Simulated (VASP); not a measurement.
Wanted: the native input for a VASP 6.6.1 run.

```yaml
Task: single point
Functional: r2SCAN
Potentials_or_basis: VASP PAW PBE potentials, release 64 (Zn, F)
Cutoff: 660 eV
k_mesh: 4 × 4 × 6
Occupations: gaussian, width 0.01 eV
Spin: no spin polarisation
Dipole_correction: no
Further_INCAR_settings: ALGO = Normal; EDIFF = 1e-06; NBANDS = 35
```

Crystal: ZnF2.

```
Zn F
1.0
     4.72687    0.00000    0.00000
     0.00000    4.72687    0.00000
     0.00000    0.00000    3.14223
Zn F
2 4
Direct
  0.00000 0.00000 0.00000
  0.50000 0.50000 0.50000
  0.30365 0.30365 0.00000
  0.19635 0.80365 0.50000
  0.69635 0.69635 0.00000
  0.80365 0.19635 0.50000
```

One way to write it, as run:

POSCAR

```
ZnF2
1.0
    4.7268732442      0.0000000000      0.0000000000
    0.0000000000      4.7268732442      0.0000000000
    0.0000000000      0.0000000000      3.1422338924
Zn F
2 4
Direct
    0.0000000000      0.0000000000      0.0000000000
    0.5000000000      0.5000000000      0.5000000000
    0.3036539308      0.3036539308      0.0000000000
    0.1963460692      0.8036539308      0.5000000000
    0.6963460692      0.6963460692      0.0000000000
    0.8036539308      0.1963460692      0.5000000000
```

INCAR.step1

```
ALGO = Normal
EDIFF = 1E-5
ENCUT = 660
GGA = PE
GGA_COMPAT = F
ISMEAR = 0
LASPH = T
LCHARG = F
LREAL = F
LWAVE = T
NBANDS = 35
NELM = 120
PREC = Accurate
SIGMA = 0.01
```

INCAR.step2

```
ALGO = Normal
EDIFF = 1E-6
ENCUT = 660
GGA_COMPAT = F
ISIF = 2
ISMEAR = 0
ISTART = 1
LASPH = T
LCHARG = F
LMIXTAU = T
LREAL = F
LWAVE = F
METAGGA = R2SCAN
NBANDS = 35
NELM = 120
PREC = Accurate
SIGMA = 0.01
```

KPOINTS

```
k-points
0
Gamma
  4 4 6
```

Potentials or basis: VASP PAW PBE potentials, release 64 (Zn, F).

The run is started by

```console
$ cat potpaw_PBE.64/Zn/POTCAR potpaw_PBE.64/F/POTCAR > POTCAR
$ cp INCAR.step1 INCAR
$ mpirun -np 1 vasp_std > vasp.out
$ cp INCAR.step2 INCAR
$ mpirun -np 1 vasp_std > vasp.out
```

It gave:

```json
{
 "Pressure": "-1.4 GPa",
 "Largest force": "0.016 eV/Å",
 "Band gap on the k mesh": "4.21 eV"
}
```

Caveat: the PAW data sets were made with another functional, which shifts forces and pressure a little.

Wall time 6.2 min on 1 thread of Oxide Virtual Turin-like Processor, on a shared host, peak memory 0.21 GiB.
